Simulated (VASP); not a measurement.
# Co (P6_3/mmc) in VASP: further runs

Runs on Co. Level: PBEsol. Tasks: single point.

All numbers are computed with VASP 6.6.1; they aren't measurements. Logs are shortened: lines on timing, memory, paths and dates and some standing lists are left out, and cuts for length are marked.

## Step 1: The cell of the first run

It takes space group P6_3/mmc (No. 194, hexagonal). Conventional cell: a = 2.383 Å, b = 2.383 Å, c = 3.851 Å, α = 90.00°, β = 90.00°, γ = 120.00°. Within 3.1 Å of Co (site symmetry -6m2) lie 12 Co at 2.37 to 2.38 Å.

## Step 2: Single point, PBEsol, collinear spin, ferromagnetic start (equal strain along all axes, cell held: -3.0 %)

Input file INCAR:

```
  PREC = Accurate
  ENCUT = 520
  EDIFF = 1E-7
  ISMEAR = 0
  SIGMA = 0.1
  LREAL = False
  LASPH = True
  NELM = 150
  ALGO = Fast
  ISIF = 2
  LWAVE = False
  LCHARG = False
  ISPIN = 2
  MAGMOM = 1.8 1.8
  LORBIT = 11
  LMAXMIX = 4
  GGA = PS
  NBANDS = 20
```

Input file KPOINTS:

```
Automatic mesh
0
Gamma
  24 24 14
```

Input file POSCAR:

```
Co
1.0
    2.3827586284      0.0000000000      0.0000000000
   -1.1913793142      2.0635295033      0.0000000000
    0.0000000000      0.0000000000      3.8505059355
Co
2
Direct
    0.3333333333      0.6666666667      0.2500000000
    0.6666666667      0.3333333333      0.7500000000
```

Potentials or basis: VASP PAW PBE potentials, release 64 (Co).

On the command line:

```bash
$ cat potpaw_PBE.64/Co/POTCAR > POTCAR
$ mpirun -np 1 vasp_std > vasp.out
```

OUTCAR:

```text
PREC = Accurate
   ENCUT = 520
   EDIFF = 1E-7
   ISMEAR = 0
   LREAL = False
   LASPH = True
   NELM = 150
   ISIF = 2
   ISPIN = 2
   LORBIT = 11
   GGA = PS

 ion  position               nearest neighbor table
   1  0.333  0.667  0.250-   2 2.37   2 2.37   2 2.37   2 2.37   2 2.37   2 2.37
   2  0.667  0.333  0.750-   1 2.37   1 2.37   1 2.37   1 2.37   1 2.37   1 2.37

  LATTYP: Found a hexagonal cell.
 ALAT       =     2.3827586284
 C/A-ratio  =     1.6159865668

  Lattice vectors:

 A1 = (   2.3827586284,   0.0000000000,   0.0000000000)
 A2 = (  -1.1913793142,   2.0635295033,   0.0000000000)
 A3 = (   0.0000000000,   0.0000000000,   3.8505059355)

Analysis of symmetry for initial positions (statically):
=====================================================================
 Subroutine PRICEL returns:
 Original cell was already a primitive cell.

 Routine SETGRP: Setting up the symmetry group for a
 hexagonal supercell.

 Subroutine GETGRP returns: Found 24 space group operations
 (whereof 12 operations were pure point group operations)
 out of a pool of 24 trial point group operations.

The static configuration has the point symmetry D_3d.
 The point group associated with its full space group is D_6h.

Analysis of symmetry for dynamics (positions and initial velocities):
=====================================================================
 Subroutine PRICEL returns:
 Original cell was already a primitive cell.

 Routine SETGRP: Setting up the symmetry group for a
 hexagonal supercell.

 Subroutine GETGRP returns: Found 24 space group operations
 (whereof 12 operations were pure point group operations)
 out of a pool of 24 trial point group operations.

The dynamic configuration has the point symmetry D_3d.
 The point group associated with its full space group is D_6h.

Analysis of structural, dynamic, and magnetic symmetry:
=====================================================================
 Subroutine PRICEL returns:
 Original cell was already a primitive cell.

 Routine SETGRP: Setting up the symmetry group for a
 hexagonal supercell.

 Subroutine GETGRP returns: Found 24 space group operations
 (whereof 12 operations were pure point group operations)
 out of a pool of 24 trial point group operations.

The overall configuration has the point symmetry D_3d.
 The point group associated with its full space group is D_6h.

 Subroutine INISYM returns: Found 24 space group operations
 (whereof 12 operations are pure point group operations),
 and found     1 'primitive' translations

----------------------------------------------------------------------------------------

                                     Primitive cell

  volume of cell :      18.9325

  direct lattice vectors                    reciprocal lattice vectors
     2.382758628  0.000000000  0.000000000     0.419681619  0.242303296  0.000000000
    -1.191379314  2.063529503  0.000000000     0.000000000  0.484606592  0.000000000
     0.000000000  0.000000000  3.850505936     0.000000000  0.000000000  0.259706131

  length of vectors
     2.382758628  2.382758628  3.850505936     0.484606592  0.484606592  0.259706131

  position of ions in fractional coordinates (direct lattice)
     0.333333333  0.666666667  0.250000000
     0.666666667  0.333333333  0.750000000

  ion indices of the primitive-cell ions
   primitive index   ion index
                 1           1
                 2           2

----------------------------------------------------------------------------------------

 KPOINTS: Automatic mesh

Automatic generation of k-mesh.
 Grid dimensions read from file:
 generate k-points for:   24   24   14

 Generating k-lattice:

  Cartesian coordinates                     Fractional coordinates (reciprocal lattice)
     0.017486734  0.010095971  0.000000000     0.041666667  0.000000000  0.000000000
     0.000000000  0.020191941  0.000000000     0.000000000  0.041666667  0.000000000
     0.000000000  0.000000000  0.018550438     0.000000000  0.000000000  0.071428571

  Length of vectors
     0.020191941  0.020191941  0.018550438

  Shift w.r.t. Gamma in fractional coordinates (k-lattice)
     0.000000000  0.000000000  0.000000000

 Subroutine IBZKPT returns following result:
 ===========================================

 Found    488 irreducible k-points:

 Following reciprocal coordinates:
            Coordinates               Weight
  0.000000  0.000000  0.000000      1.000000
  0.041667 -0.000000  0.000000      6.000000
  0.083333 -0.000000  0.000000      6.000000
  0.125000 -0.000000  0.000000      6.000000
  0.166667 -0.000000  0.000000      6.000000
  0.208333 -0.000000  0.000000      6.000000
[... 16 lines left out ...]
  0.416667  0.041667  0.000000     12.000000
  0.458333  0.041667  0.000000     12.000000
 [... further k-points ...]
   k-points           NKPTS =    488   k-points in BZ     NKDIM =    488   number of bands    NBANDS=     20
   number of dos      NEDOS =    301   number of ions     NIONS =      2
   total plane-waves  NPLWV =   9720
   dimension x,y,z NGX =    18 NGY =   18 NGZ =   30
   dimension x,y,z NGXF=    36 NGYF=   36 NGZF=   60
   ions per type =               2
   NGX,Y,Z   is equivalent  to a cutoff of  12.56, 12.56, 12.95 a.u.
   NGXF,Y,Z  is equivalent  to a cutoff of  25.12, 25.12, 25.91 a.u.
 SYSTEM =  unknown system
   PREC   = accura    normal or accurate (medium, high low for compatibility)
   ISTART =      0    job   : 0-new  1-cont  2-samecut
   ICHARG =      2    charge: 1-file 2-atom 10-const
   ISPIN  =      2    spin polarized calculation?
   LNONCOLLINEAR =      F non collinear calculations
   LSORBIT =      F    spin-orbit coupling
   LASPH  =      T    aspherical Exc in radial PAW
   ENCUT  =  520.0 eV  38.22 Ry    6.18 a.u.   4.43  4.43  7.16*2*pi/ulx,y,z
   NELM   =    150;   NELMIN=  2; NELMDL= -5     # of ELM steps
   EDIFF  = 0.1E-06   stopping-criterion for ELM
   LREAL  =      F    real-space projection
   EDIFFG = 0.1E-05   stopping-criterion for IOM
   NSW    =      0    number of steps for IOM
   IBRION =     -1    ionic relax: 0-MD 1-quasi-New 2-CG
   NFREE  =      0    steps in history (QN), initial steepest desc. (CG)
   ISIF   =      2    stress and relaxation
   ISYM   =      2    0-nonsym 1-usesym 2-fastsym
   POTIM  = 0.5000    time-step for ionic-motion
   TEBEG  =    0.0;   TEEND  =   0.0 temperature during run
   PSTRESS=    0.0 pullay stress
   NELECT =      18.0000    total number of electrons
   NUPDOWN=      -1.0000    fix difference up-down
   EMIN   =  10.00;   EMAX   =-10.00  energy-range for DOS
   EFERMI =   0.00;   METHOD = LEGACY
   ISMEAR =     0;   SIGMA  =   0.10  broadening in eV -4-tet -1-fermi 0-gaus
   EFERMI_NEDOS =   21; number of points for ismear=-14 and -15
   IALGO  =     68    algorithm
   IMIX   =      4    mixing-type and parameters
     AMIX     =   0.40;   BMIX     =  1.00
     AMIX_MAG =   1.60;   BMIX_MAG =  1.00
  volume/ion in A,a.u.               =       9.47        63.88
  Fermi-wavevector in a.u.,A,eV,Ry     =   1.609766  3.042017 35.257422  2.591347
  Thomas-Fermi vector in A             =   2.705424
   LORBIT       =     11    0 simple, 1 ext, 2 COOP (PROOUT), +10 PAW based schemes
   GGA     = PS    functional components
   LHFCALC =     F    Hartree Fock is set to
   AEXX    =    0.0000 exact exchange contribution
   IVDW    =     0    specifies the selected vdW correction
   LEPSILON=     F    determine dielectric tensor
   LRPA    =     F    only Hartree local field effects (RPA)
 spin polarized calculation
 RMM-DIIS sequential band-by-band and
 Gauss-broadening in eV      SIGMA  =   0.10
  energy-cutoff  :      520.00
  volume of cell :       18.93
 maximum number of plane-waves:       537
 NGX is ok and might be reduce to    18
   NGX =  9   NGY =  9   NGZ = 15

 number of electron      18.0000021 magnetization       2.9949486

 Free energy of the ion-electron system (eV)
  ---------------------------------------------------
  ext. energy  EPLUGINS =         0.00000000
  ---------------------------------------------------
  free energy    TOTEN  =       -15.34734221 eV

  energy without entropy =      -15.34035027  energy(sigma->0) =      -15.34384624

 E-fermi :  12.1219     XC(G=0): -14.4060

 val. band max:       12.1206172405   @ k =   0.4583   0.0833   0.4286
 cond. band min:      12.1222305859   @ k =   0.0833   0.0417   0.2143
 fundamental gap:      0.0016133454
 Fermi energy:        12.1219359297

 spin component 1

 k-point     1 :       0.0000    0.0000    0.0000
  band No.  band energies     occupation
      1       2.3400      1.00000
      2       6.3017      1.00000
      3       9.3456      1.00000
      4       9.3679      1.00000
      5       9.3679      1.00000
      6       9.7653      1.00000
[... 12 lines left out ...]
     19      40.4336      0.00000
     20      40.4336      0.00000

 k-point     2 :       0.0417   -0.0000    0.0000
  band No.  band energies     occupation
      1       2.4080      1.00000
      2       6.3452      1.00000
      3       9.2240      1.00000
      4       9.4033      1.00000
      5       9.4784      1.00000
      6       9.7467      1.00000
[... 12 lines left out ...]
     19      41.4924      0.00000
     20      41.8036      0.00000

 k-point     3 :       0.0833   -0.0000    0.0000
  band No.  band energies     occupation
      1       2.6103      1.00000
      2       6.4707      1.00000
      3       9.0715      1.00000
      4       9.5079      1.00000
      5       9.5919      1.00000
      6       9.7056      1.00000
[... 12 lines left out ...]
     19      41.2844      0.00000
     20      43.0134      0.00000

 k-point     4 :       0.1250   -0.0000    0.0000
  band No.  band energies     occupation
      1       2.9406      1.00000
      2       6.6615      1.00000
      3       8.8995      1.00000
      4       9.5754      1.00000
      5       9.5792      1.00000
      6       9.6772      1.00000
[... 429 lines left out ...]
 k-point    23 :       0.4167    0.0417    0.0000
  band No.  band energies     occupation
      1       6.6268      1.00000
      2       6.8803      1.00000
      3       7.1102      1.00000
      4       9.1401      1.00000
      5       9.1866      1.00000
      6       9.4848      1.00000
[... 12 lines left out ...]
     19      37.3172      0.00000
     20      39.2847      0.00000

 k-point    24 :       0.4583    0.0417    0.0000
  band No.  band energies     occupation
      1       6.7019      1.00000
      2       6.8429      1.00000
      3       7.0463      1.00000
      4       9.1633      1.00000
      5       9.2898      1.00000
      6       9.4516      1.00000
[... 12 lines left out ...]
     19      37.2477      0.00000
     20      39.0766      0.00000

 [... further k-points ...]

 spin component 2

 k-point     1 :       0.0000    0.0000    0.0000
  band No.  band energies     occupation
      1       2.4263      1.00000
      2       7.1999      1.00000
      3      10.8556      1.00000
      4      10.8698      1.00000
      5      10.8698      1.00000
      6      11.3212      1.00000
[... 12 lines left out ...]
     19      40.7971      0.00000
     20      40.7971      0.00000

 k-point     2 :       0.0417   -0.0000    0.0000
  band No.  band energies     occupation
      1       2.4946      1.00000
      2       7.2478      1.00000
      3      10.7107      1.00000
      4      10.9079      1.00000
      5      10.9991      1.00000
      6      11.2982      1.00000
[... 12 lines left out ...]
     19      41.8590      0.00000
     20      42.1300      0.00000

 k-point     3 :       0.0833   -0.0000    0.0000
  band No.  band energies     occupation
      1       2.6979      1.00000
      2       7.3864      1.00000
      3      10.5319      1.00000
      4      11.0208      1.00000
      5      11.1236      1.00000
      6      11.1499      1.00000
[... 12 lines left out ...]
     19      41.2774      0.00000
     20      43.3675      0.00000

 k-point     4 :       0.1250   -0.0000    0.0000
  band No.  band energies     occupation
      1       3.0308      1.00000
      2       7.6000      1.00000
      3      10.3260      1.00000
      4      10.6028      1.00000
      5      11.0963      1.00000
      6      11.2040      1.00000
[... 429 lines left out ...]
 k-point    23 :       0.4167    0.0417    0.0000
  band No.  band energies     occupation
      1       7.3844      1.00000
      2       7.9648      1.00000
      3       8.2158      1.00000
      4       9.8687      1.00000
      5      10.6812      1.00000
      6      10.8596      1.00000
[... 12 lines left out ...]
     19      37.8142      0.00000
     20      39.6211      0.00000

 k-point    24 :       0.4583    0.0417    0.0000
  band No.  band energies     occupation
      1       7.6304      1.00000
      2       7.8453      1.00000
      3       8.1558      1.00000
      4       9.9609      1.00000
      5      10.6604      1.00000
      6      10.8157      1.00000
[... 12 lines left out ...]
     19      37.7484      0.00000
     20      39.4063      0.00000

 [... further k-points ...]
[... 5 lines left out ...]
  --------------------------------------------------------------------------------------
  -------------------------------------------------------------------------------------
  Total        3.1334406      3.1334406      3.0658573      0.0000000     -0.0000000      0.0000000
  in kB      265.1694705    265.1694705    259.4501881      0.0000000     -0.0000000      0.0000000
  external PRESSURE =     263.2630430 kB  Pullay stress =       0.0000000 kB

 VOLUME and BASIS-vectors are now :
 -----------------------------------------------------------------------------
  energy-cutoff  :      520.00
  volume of cell :       18.93
      direct lattice vectors                 reciprocal lattice vectors
     2.382758628  0.000000000  0.000000000     0.419681619  0.242303296  0.000000000
    -1.191379314  2.063529503  0.000000000     0.000000000  0.484606592  0.000000000
     0.000000000  0.000000000  3.850505936     0.000000000  0.000000000  0.259706131

 POSITION                                       TOTAL-FORCE (eV/Angst)
 -----------------------------------------------------------------------------------
     -0.00000      1.37569      0.96263         0.000000     -0.000000      0.000000
      1.19138      0.68784      2.88788        -0.000000      0.000000      0.000000
 -----------------------------------------------------------------------------------
    total drift:                                0.000000      0.000000     -0.000000

  FREE ENERGIE OF THE ION-ELECTRON SYSTEM (eV)
  ---------------------------------------------------
  free  energy   TOTEN  =       -15.3473422086 eV

  energy  without entropy=      -15.3403502690  energy(sigma->0) =      -15.34384624

 total charge

# of ion       s       p       d       tot
------------------------------------------
    1        0.551   0.656   7.369   8.576
    2        0.551   0.656   7.369   8.576
--------------------------------------------------
tot          1.102   1.313  14.738  17.152

 magnetization (x)

# of ion       s       p       d       tot
------------------------------------------
    1       -0.016  -0.052   1.556   1.488
    2       -0.016  -0.052   1.556   1.488
--------------------------------------------------
tot         -0.032  -0.104   3.112   2.976
```

It took 5.1 min on 1 thread of Oxide Virtual Turin-like, shared host; peak memory 0.31 GiB.

Results:

| Quantity | Value |
| --- | --- |
| Free energy | -15.3473 eV |
| Pressure | 26.3 GPa |
| Net moment | 2.99 μB per cell |
| Site moments | Co +1.49 μB |
| Valence electrons inside the program's atomic spheres | Co 8.58 |

Levels at points of the mesh, in eV from the Fermi level:
Spin up:
```csv
k point,band 7,band 8,band 9,band 10,band 11,band 12,band 13,band 14
"(0.00, 0.00, 0.00)",-2.36,-1.92,-1.92,-0.55,-0.55,-0.17,7.68,23.07
"(0.50, 0.00, 0.00)",-2.25,-0.39,-0.26,-0.20,1.76,4.08,10.83,11.65
"(0.00, 0.00, 0.50)",-2.84,-2.84,-0.93,-0.93,-0.93,-0.93,16.66,16.66
"(0.50, 0.00, 0.50)",-0.92,-0.92,-0.27,-0.27,1.85,1.85,8.60,8.60
```
Spin down:
| k point | band 5 | band 6 | band 7 | band 8 | band 9 | band 10 |
| --- | --- | --- | --- | --- | --- | --- |
| (0.00, 0.00, 0.00) | -1.25 | -0.80 | -0.80 | -0.30 | -0.30 | -0.11 |
| (0.50, 0.00, 0.00) | -1.45 | -1.30 | -0.80 | 1.36 | 1.52 | 1.56 |
| (0.00, 0.00, 0.50) | -1.33 | -1.33 | -1.33 | -1.33 | 0.78 | 0.78 |
| (0.50, 0.00, 0.50) | -0.16 | -0.16 | 0.27 | 0.27 | 1.48 | 1.48 |

Caveat: the cell differs from its parent crystal (equal strain along all axes, cell held: -3.0 %); the cell stands under pressure; the PAW data sets were made with another functional, which shifts forces and pressure a little.

(Continued in part 2 of 2.)
